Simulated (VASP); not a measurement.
A run of VASP 6.6.1 is set up as follows.

The input POSCAR:

```
SrCl2
1.0
    4.4072489055      0.0000000000      0.0000000000
   -2.2036244528      3.8167895130      0.0000000000
    0.0000000000      0.0000000000      5.5960650195
Sr Cl
1 2
Direct
    0.0000000000      0.0000000000      0.0000000000
    0.3333333333      0.6666666667      0.2486950203
    0.6666666667      0.3333333333      0.7513049797
```

File INCAR.step1:

```
SYSTEM = SrCl2
PREC     = Accurate       ! precision mode
ENCUT    = 520            ! plane-wave cutoff, eV
ISMEAR   = 0              ! smearing method
SIGMA    = 0.01           ! smearing width, eV
LREAL    = .FALSE.        ! projectors in reciprocal space
LASPH    = .TRUE.         ! aspherical terms in the spheres
NELM     = 100            ! most SCF steps
NBANDS   = 19             ! bands
GGA      = PE             ! functional
ALGO     = Normal         ! electronic algorithm
EDIFF    = 1E-4           ! SCF threshold, eV
LWAVE    = .TRUE.         ! write WAVECAR
LCHARG   = .FALSE.        ! write CHGCAR
```

Contents of INCAR.step2:

```
SYSTEM = SrCl2
PREC     = Accurate       ! precision mode
ENCUT    = 520            ! plane-wave cutoff, eV
EDIFF    = 1E-7           ! SCF threshold, eV
ISMEAR   = 0              ! smearing method
SIGMA    = 0.01           ! smearing width, eV
LREAL    = .FALSE.        ! projectors in reciprocal space
LASPH    = .TRUE.         ! aspherical terms in the spheres
NELM     = 100            ! most SCF steps
ALGO     = Normal         ! electronic algorithm
ISIF     = 2              ! what is computed and relaxed
LWAVE    = .FALSE.        ! write WAVECAR
LCHARG   = .FALSE.        ! write CHGCAR
METAGGA  = R2SCAN         ! meta-GGA
LMIXTAU  = .TRUE.       
NBANDS   = 19             ! bands
ISTART   = 1
```

The input KPOINTS:

```
Automatic mesh
0
G
  6 6 4
  0 0 0
```

Potentials or basis: VASP PAW PBE potentials, release 64 (Sr_sv, Cl).

Launch:

```console
$ cat potpaw_PBE.64/Sr_sv/POTCAR potpaw_PBE.64/Cl/POTCAR > POTCAR
$ cp INCAR.step1 INCAR
$ mpirun -np 1 vasp_std > vasp.out
$ cp INCAR.step2 INCAR
$ mpirun -np 1 vasp_std > vasp.out
```

Q: Predict the band gap on the k mesh.

A: 5.79 eV.

Q: Estimate the largest force.

A: 0.014 eV/Å.

Q: What does it give for the pressure?

A: 0.7 GPa.

Forces in eV/Å, atoms in the order of the input:
```
Sr   0.000  0.000  0.000
Cl   0.000  0.000  0.014
Cl   0.000  0.000 -0.014
```

Caveat: the PAW data sets were made with another functional, which shifts forces and pressure a little. A k mesh can miss the band edges.
